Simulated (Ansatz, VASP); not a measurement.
## One calculation of CdSe, two programs

```
CELL_PARAMETERS angstrom
0.00000 3.00544 3.22253
3.00544 0.00000 3.22253
3.00544 3.00544 0.00000
ATOMIC_POSITIONS crystal
Cd 0.00000 0.00000 0.00000
Se 0.25000 0.25000 0.25000
```

Change from the starting cell: strained cell.

Alike in both runs: functional PBE; k mesh 8 × 8 × 8; occupations gaussian, width 0.02 eV; no spin polarisation.

Ansatz relaxed the structure, and its values are those at the end. VASP's run is a single point on that final structure, the one shown.

|  | VASP | Ansatz |
| --- | --- | --- |
| version | VASP 6.6.1 | Ansatz 0.2.0 |
| potentials or method | VASP PAW PBE potentials, release 64 (Cd, Se), cutoff 500 eV | scalar-relativistic, plane waves, PAW |
| valence electrons in the cell | 18 | 36 |

Ansatz gave:

| Property | Result |
| --- | --- |
| gap on the k mesh at the Fermi level (eV) | 0.44 |
| least direct gap on the mesh (eV) | 0.44 |
| pressure (GPa) | 0.9 |

Which values does VASP return?

gap on the k mesh at the Fermi level (eV): 0.44; least direct gap on the mesh (eV): 0.44; pressure (GPa): 1.2.

VASP's potentials hold 18 valence electrons a cell and Ansatz's 36, so a difference there can come from the potentials and not from the codes. Ansatz's warnings: stress scf threshold loose.
